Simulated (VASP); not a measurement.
# HfN (rock salt type) in VASP: further runs

The runs below take HfN (rock salt type) through single point, with HSE06.

All numbers are computed with VASP 6.6.1; they aren't measurements. Logs are shortened: lines on timing, memory, paths and dates and some standing lists are left out, and cuts for length are marked.

## 1. The cell of the first run

The structure is cubic, space group Fm-3m (No. 225). Conventional cell: a = 4.590 Å, b = 4.590 Å, c = 4.590 Å, α = 90.00°, β = 90.00°, γ = 90.00°. Hf (site symmetry m-3m) has 6 N at 2.29 Å within 3.0 Å. N (site symmetry m-3m) has 6 Hf at 2.29 Å within 3.0 Å.

## 2. Single point, HSE06

POSCAR

```
HfN
1.0
    0.0000000000      2.2948060497      2.2948060497
    2.2948060497      0.0000000000      2.2948060497
    2.2948060497      2.2948060497      0.0000000000
Hf N
1 1
Direct
    0.0000000000      0.0000000000      0.0000000000
    0.5000000000      0.5000000000      0.5000000000
```

INCAR.step1

```
SYSTEM = HfN
  PREC = Accurate
  ENCUT = 520
  EDIFF = 1E-5
  ISMEAR = -1
  SIGMA = 0.1
  LREAL = .False.
  LASPH = .True.
  NELM = 60
  ALGO = Normal
  ISIF = 2
  LWAVE = .True.
  LCHARG = .False.
  GGA = PE
  NBANDS = 14
```

INCAR.step2

```
SYSTEM = HfN
  PREC = Accurate
  ENCUT = 520
  EDIFF = 1E-6
  ISMEAR = -1
  SIGMA = 0.1
  LREAL = .False.
  LASPH = .True.
  NELM = 60
  ALGO = Normal
  ISIF = 2
  LWAVE = .False.
  LCHARG = .False.
  GGA = PE
  LHFCALC = .True.
  HFSCREEN = 0.2079
  PRECFOCK = Normal
  ISTART = 1
  NBANDS = 14
```

KPOINTS

```
Automatic mesh
0
Gamma
  4 4 4
  0 0 0
```

Potentials or basis: VASP PAW PBE potentials, release 64 (Hf_pv, N).

Started as:

```bash
$ cat potpaw_PBE.64/Hf_pv/POTCAR potpaw_PBE.64/N/POTCAR > POTCAR
$ cp INCAR.step1 INCAR
$ mpirun -np 1 vasp_std > vasp.out
$ cp INCAR.step2 INCAR
$ mpirun -np 1 vasp_std > vasp.out
```

OUTCAR:

```text
SYSTEM = HfN
   PREC = Accurate
   ENCUT = 520
   EDIFF = 1E-6
   ISMEAR = -1
   LREAL = .False.
   LASPH = .True.
   NELM = 60
   ISIF = 2
   GGA = PE
   LHFCALC = .True.
   HFSCREEN = 0.2079
   PRECFOCK = Normal
   ISTART = 1

 ion  position               nearest neighbor table
   1  0.000  0.000  0.000-   2 2.29   2 2.29   2 2.29   2 2.29   2 2.29   2 2.29
   2  0.500  0.500  0.500-   1 2.29   1 2.29   1 2.29   1 2.29   1 2.29   1 2.29

  LATTYP: Found a face centered cubic cell.
 ALAT       =     4.5896120994

  Lattice vectors:

 A1 = (   0.0000000000,   2.2948060497,   2.2948060497)
 A2 = (   2.2948060497,   0.0000000000,   2.2948060497)
 A3 = (   2.2948060497,   2.2948060497,   0.0000000000)

Analysis of symmetry for initial positions (statically):
=====================================================================
 Subroutine PRICEL returns:
 Original cell was already a primitive cell.

 Routine SETGRP: Setting up the symmetry group for a
 face centered cubic supercell.

 Subroutine GETGRP returns: Found 48 space group operations
 (whereof 48 operations were pure point group operations)
 out of a pool of 48 trial point group operations.

The static configuration has the point symmetry O_h .

Analysis of symmetry for dynamics (positions and initial velocities):
=====================================================================
 Subroutine PRICEL returns:
 Original cell was already a primitive cell.

 Routine SETGRP: Setting up the symmetry group for a
 face centered cubic supercell.

 Subroutine GETGRP returns: Found 48 space group operations
 (whereof 48 operations were pure point group operations)
 out of a pool of 48 trial point group operations.

The dynamic configuration has the point symmetry O_h .

 Subroutine INISYM returns: Found 48 space group operations
 (whereof 48 operations are pure point group operations),
 and found     1 'primitive' translations

----------------------------------------------------------------------------------------

                                     Primitive cell

  volume of cell :      24.1695

  direct lattice vectors                    reciprocal lattice vectors
     0.000000000  2.294806050  2.294806050    -0.217883337  0.217883337  0.217883337
     2.294806050  0.000000000  2.294806050     0.217883337 -0.217883337  0.217883337
     2.294806050  2.294806050  0.000000000     0.217883337  0.217883337 -0.217883337

  length of vectors
     3.245345839  3.245345839  3.245345839     0.377385010  0.377385010  0.377385010

  position of ions in fractional coordinates (direct lattice)
     0.000000000  0.000000000  0.000000000
     0.500000000  0.500000000  0.500000000

  ion indices of the primitive-cell ions
   primitive index   ion index
                 1           1
                 2           2

----------------------------------------------------------------------------------------

 KPOINTS: Automatic mesh

Automatic generation of k-mesh.
 Grid dimensions read from file:
 generate k-points for:    4    4    4

 Generating k-lattice:

  Cartesian coordinates                     Fractional coordinates (reciprocal lattice)
    -0.054470834  0.054470834  0.054470834     0.250000000  0.000000000  0.000000000
     0.054470834 -0.054470834  0.054470834     0.000000000  0.250000000  0.000000000
     0.054470834  0.054470834 -0.054470834     0.000000000  0.000000000  0.250000000

  Length of vectors
     0.094346252  0.094346252  0.094346252

  Shift w.r.t. Gamma in fractional coordinates (k-lattice)
     0.000000000  0.000000000  0.000000000

 Subroutine IBZKPT returns following result:
 ===========================================

 Found      8 irreducible k-points:

 Following reciprocal coordinates:
            Coordinates               Weight
  0.000000  0.000000  0.000000      1.000000
  0.250000  0.000000  0.000000      8.000000
  0.500000  0.000000  0.000000      4.000000
  0.250000  0.250000  0.000000      6.000000
  0.500000  0.250000  0.000000     24.000000
 -0.250000  0.250000  0.000000     12.000000
  0.500000  0.500000  0.000000      3.000000
 -0.250000  0.500000  0.250000      6.000000
   k-points           NKPTS =      8   k-points in BZ     NKDIM =     64   number of bands    NBANDS=     14
   number of dos      NEDOS =    301   number of ions     NIONS =      2
   total plane-waves  NPLWV =  13824
   dimension x,y,z NGX =    24 NGY =   24 NGZ =   24
   dimension x,y,z NGXF=    48 NGYF=   48 NGZF=   48
   ions per type =               1   1
   NGX,Y,Z   is equivalent  to a cutoff of  12.29, 12.29, 12.29 a.u.
   NGXF,Y,Z  is equivalent  to a cutoff of  24.59, 24.59, 24.59 a.u.
 SYSTEM =  HfN
   PREC   = accura    normal or accurate (medium, high low for compatibility)
   ISTART =      1    job   : 0-new  1-cont  2-samecut
   ICHARG =      0    charge: 1-file 2-atom 10-const
   ISPIN  =      1    spin polarized calculation?
   LNONCOLLINEAR =      F non collinear calculations
   LSORBIT =      F    spin-orbit coupling
   LASPH  =      T    aspherical Exc in radial PAW
   ENCUT  =  520.0 eV  38.22 Ry    6.18 a.u.   6.03  6.03  6.03*2*pi/ulx,y,z
   NELM   =     60;   NELMIN=  2; NELMDL=  0     # of ELM steps
   EDIFF  = 0.1E-05   stopping-criterion for ELM
   LREAL  =      F    real-space projection
   EDIFFG = 0.1E-04   stopping-criterion for IOM
   NSW    =      0    number of steps for IOM
   IBRION =     -1    ionic relax: 0-MD 1-quasi-New 2-CG
   NFREE  =      0    steps in history (QN), initial steepest desc. (CG)
   ISIF   =      2    stress and relaxation
   ISYM   =      3    0-nonsym 1-usesym 2-fastsym
   POTIM  = 0.5000    time-step for ionic-motion
   TEBEG  =    0.0;   TEEND  =   0.0 temperature during run
   PSTRESS=    0.0 pullay stress
   NELECT =      15.0000    total number of electrons
   NUPDOWN=      -1.0000    fix difference up-down
   EMIN   =  10.00;   EMAX   =-10.00  energy-range for DOS
   EFERMI =   0.00;   METHOD = LEGACY
   ISMEAR =    -1;   SIGMA  =   0.10  broadening in eV -4-tet -1-fermi 0-gaus
   EFERMI_NEDOS =   21; number of points for ismear=-14 and -15
   IALGO  =     38    algorithm
   IMIX   =      1    mixing-type and parameters
     AMIX     =   0.40;   BMIX     =  1.00
     AMIX_MAG =   1.60;   BMIX_MAG =  1.00
  volume/ion in A,a.u.               =      12.08        81.55
  Fermi-wavevector in a.u.,A,eV,Ry     =   1.396420  2.638850 26.531193  1.949988
  Thomas-Fermi vector in A             =   2.519776
   LORBIT       =      0    0 simple, 1 ext, 2 COOP (PROOUT), +10 PAW based schemes
   GGA     = PE    functional components
   LHFCALC =     T    Hartree Fock is set to
   PRECFOCK=normal    Normal, Fast or Accurate (Low or Medium for compatibility)
   ENCUT4O =  -1.0   cutoff for four orbital integrals eV
   NKREDX  =     1    reduce k-point grid by
   NKREDY  =     1    reduce k-point grid by
   NKREDZ  =     1    reduce k-point grid by
   AEXX    =    0.2500 exact exchange contribution
   HFSCREEN=    0.2079 screening length (either q_TF or 0.3 A-1)
   HFSCREENC=   0.2079 screening length for correlation (either q_TF or 0.3 A-1)
   ENCUTFOCK=  -1.0 apply spherical cutoff to Coloumb kernel
   IVDW    =     0    specifies the selected vdW correction
   LEPSILON=     F    determine dielectric tensor
   LRPA    =     F    only Hartree local field effects (RPA)
 non-spin polarized calculation
  energy-cutoff  :      520.00
  volume of cell :       24.17
 maximum number of plane-waves:       656
  NGX = 20; NGY = 20; NGZ = 20

 number of electron      15.0000000 magnetization

 Free energy of the ion-electron system (eV)
  ---------------------------------------------------
  ext. energy  EPLUGINS =         0.00000000
  ---------------------------------------------------
  free energy    TOTEN  =       -25.22933251 eV

  energy without entropy =      -25.21300974  energy(sigma->0) =      -25.22117112

 E-fermi :   7.6337     XC(G=0): -10.2279

 val. band max:        7.3349929713   @ k =   0.5000   0.2500   0.0000
 cond. band min:       7.9270135731   @ k =   0.0000   0.0000   0.0000
 fundamental gap:      0.5920206018
 Fermi energy:         7.6337477841

 k-point     1 :       0.0000    0.0000    0.0000
  band No.  band energies     occupation
      1     -25.8196      2.00000
      2     -25.8196      2.00000
      3     -25.8196      2.00000
      4     -11.5308      2.00000
      5       4.2854      2.00000
      6       4.2854      2.00000
      7       4.2854      2.00000
      8       7.9270      0.10113
      9       7.9270      0.10112
     10       7.9270      0.10112
     11       9.8856      0.00000
     12      10.2705      0.00000
     13      10.2705      0.00000
     14      17.9834      0.00000

 k-point     2 :       0.2500    0.0000    0.0000
  band No.  band energies     occupation
      1     -26.2964      2.00000
      2     -25.8584      2.00000
      3     -25.8584      2.00000
      4     -10.3117      2.00000
      5       0.6691      2.00000
      6       2.2457      2.00000
      7       2.2457      2.00000
      8       8.7513      0.00003
      9       9.6401      0.00000
     10       9.6401      0.00000
     11      12.9201      0.00000
     12      13.6686      0.00000
     13      13.6686      0.00000
     14      21.1496      0.00000

 k-point     3 :       0.5000    0.0000    0.0000
  band No.  band energies     occupation
      1     -26.7317      2.00000
      2     -25.8961      2.00000
      3     -25.8961      2.00000
      4      -8.8562      2.00000
      5      -1.9185      2.00000
      6       1.0070      2.00000
      7       1.0070      2.00000
      8      11.6362      0.00000
      9      12.0593      0.00000
     10      12.0593      0.00000
     11      12.5100      0.00000
     12      17.2926      0.00000
     13      17.2926      0.00000
     14      20.5670      0.00000
[... 52 lines left out ...]
 k-point     7 :       0.5000    0.5000    0.0000
  band No.  band energies     occupation
      1     -26.5779      2.00000
      2     -26.1107      2.00000
      3     -26.1106      2.00000
      4     -10.3845      2.00000
      5       1.4808      2.00000
      6       3.4560      2.00000
      7       3.4560      2.00000
      8       3.9257      2.00000
      9      12.4009      0.00000
     10      13.7903      0.00000
     11      13.8708      0.00000
     12      13.8708      0.00000
     13      16.1572      0.00000
     14      17.6444      0.00000

 k-point     8 :      -0.2500    0.5000    0.2500
  band No.  band energies     occupation
      1     -26.3489      2.00000
      2     -26.3489      2.00000
      3     -26.1409      2.00000
      4      -9.7919      2.00000
      5       0.9627      2.00000
      6       1.5582      2.00000
      7       1.5582      2.00000
      8       9.2761      0.00000
      9       9.2761      0.00000
     10      13.7896      0.00000
     11      13.8882      0.00000
     12      14.4084      0.00000
     13      18.9317      0.00000
     14      20.9299      0.00000

------------------------ aborting loop because EDIFF is reached ----------------------------------------

  FORCE on cell =-STRESS in cart. coord.  units (eV):
  Direction    XX          YY          ZZ          XY          YZ          ZX
  --------------------------------------------------------------------------------------
  -------------------------------------------------------------------------------------
  Total       -2.3761143     -2.3761143     -2.3761143      0.0000000     -0.0000000      0.0000000
  in kB     -157.5106612   -157.5106612   -157.5106612      0.0000000     -0.0000000      0.0000000
  external PRESSURE =    -157.5106612 kB  Pullay stress =       0.0000000 kB

 VOLUME and BASIS-vectors are now :
 -----------------------------------------------------------------------------
  energy-cutoff  :      520.00
  volume of cell :       24.17
      direct lattice vectors                 reciprocal lattice vectors
     0.000000000  2.294806050  2.294806050    -0.217883337  0.217883337  0.217883337
     2.294806050  0.000000000  2.294806050     0.217883337 -0.217883337  0.217883337
     2.294806050  2.294806050  0.000000000     0.217883337  0.217883337 -0.217883337

 POSITION                                       TOTAL-FORCE (eV/Angst)
 -----------------------------------------------------------------------------------
      0.00000      0.00000      0.00000        -0.000000     -0.000000     -0.000000
      2.29481      2.29481      2.29481         0.000000      0.000000      0.000000
 -----------------------------------------------------------------------------------
    total drift:                                0.000001      0.000001      0.000001

  FREE ENERGIE OF THE ION-ELECTRON SYSTEM (eV)
  ---------------------------------------------------
  free  energy   TOTEN  =       -25.2293325059 eV

  energy  without entropy=      -25.2130097401  energy(sigma->0) =      -25.22117112
```

Run time: 2.4 min. Hardware: 1 thread of AMD EPYC 9R14 (Zen 4), shared host; peak memory 0.22 GiB.

Results:

```
Free energy : -25.2293 eV
Pressure    : -15.8 GPa
```

Levels at points of the mesh, in eV from the Fermi level:
| k point | band 3 | band 4 | band 5 | band 6 | band 7 | band 8 | band 9 | band 10 | band 11 | band 12 |
| --- | --- | --- | --- | --- | --- | --- | --- | --- | --- | --- |
| (0.00, 0.00, 0.00) | -33.45 | -19.16 | -3.35 | -3.35 | -3.35 | 0.29 | 0.29 | 0.29 | 2.25 | 2.64 |
| (0.50, 0.00, 0.00) | -33.53 | -16.49 | -9.55 | -6.63 | -6.63 | 4.00 | 4.43 | 4.43 | 4.88 | 9.66 |
| (0.50, 0.50, 0.00) | -33.74 | -18.02 | -6.15 | -4.18 | -4.18 | -3.71 | 4.77 | 6.16 | 6.24 | 6.24 |

Caveat: the k points lie up to 0.59 Å⁻¹ apart; the PAW data sets were made with another functional, which shifts forces and pressure a little; spin-orbit coupling is left out, which moves the levels of the heavy elements.

## 3. Single point, HSE06

This run uses another cell than the first one, of 11.62 Å³/atom, 0.962 times its volume.

POSCAR

```
HfN
1.0
    0.0000000000      2.2650000000      2.2650000000
    2.2650000000      0.0000000000      2.2650000000
    2.2650000000      2.2650000000      0.0000000000
Hf N
1 1
Direct
    0.0076470234      0.0076470234      0.0076470234
    0.5000000000      0.5000000000      0.5000000000
```

INCAR.step1

```
PREC = Accurate
ENCUT = 520
EDIFF = 1E-5
ISMEAR = -1
SIGMA = 0.1
LREAL = False
LASPH = True
NELM = 100
ALGO = Normal
ISIF = 2
LWAVE = True
LCHARG = False
NBANDS = 14
GGA = PE
```

INCAR.step2

```
PREC = Accurate
ENCUT = 520
EDIFF = 1E-6
ISMEAR = -1
SIGMA = 0.1
LREAL = False
LASPH = True
NELM = 100
ALGO = Normal
ISIF = 2
LWAVE = False
LCHARG = False
GGA = PE
LHFCALC = True
HFSCREEN = 0.2079
PRECFOCK = Normal
NBANDS = 14
ISTART = 1
```

KPOINTS

```
regular mesh
0
Gamma
  4 4 4
```

Potentials or basis: VASP PAW PBE potentials, release 64 (Hf_pv, N).

Started as:

```bash
$ cat potpaw_PBE.64/Hf_pv/POTCAR potpaw_PBE.64/N/POTCAR > POTCAR
$ cp INCAR.step1 INCAR
$ mpirun -np 1 vasp_std > vasp.out
$ cp INCAR.step2 INCAR
$ mpirun -np 1 vasp_std > vasp.out
```

Wall time 3.3 min (1 thread of AMD EPYC 9R14 (Zen 4), shared host); peak memory 0.22 GiB.

It converged, with:

- Free energy: -25.2722 eV
- Pressure: -5.5 GPa
- Largest force: 0.686 eV/Å

Forces on the atoms (eV/Å):
```
Hf  -0.396 -0.396 -0.396
N    0.396  0.396  0.396
```

Stress tensor (GPa, compression positive):
```
-5.55 -0.07 -0.07
-0.07 -5.55 -0.07
-0.07 -0.07 -5.55
```

Levels at points of the mesh, in eV from the Fermi level:
```tsv
k point	band 5	band 6	band 7	band 8	band 9	band 10
(0.00, 0.00, 0.00)	-3.45	-3.43	-3.43	0.32	0.32	0.39
(0.50, 0.00, 0.00)	-9.78	-6.82	-6.80	4.20	4.60	4.64
(0.50, 0.50, 0.50)	-9.77	-6.83	-6.83	4.17	4.66	4.66
(0.50, 0.50, 0.00)	-6.14	-4.46	-4.20	-3.60	5.02	6.57
```

Caveat: the k points lie up to 0.60 Å⁻¹ apart; the PAW data sets were made with another functional, which shifts forces and pressure a little; spin-orbit coupling is left out, which moves the levels of the heavy elements.

[end of part 1 of 2]
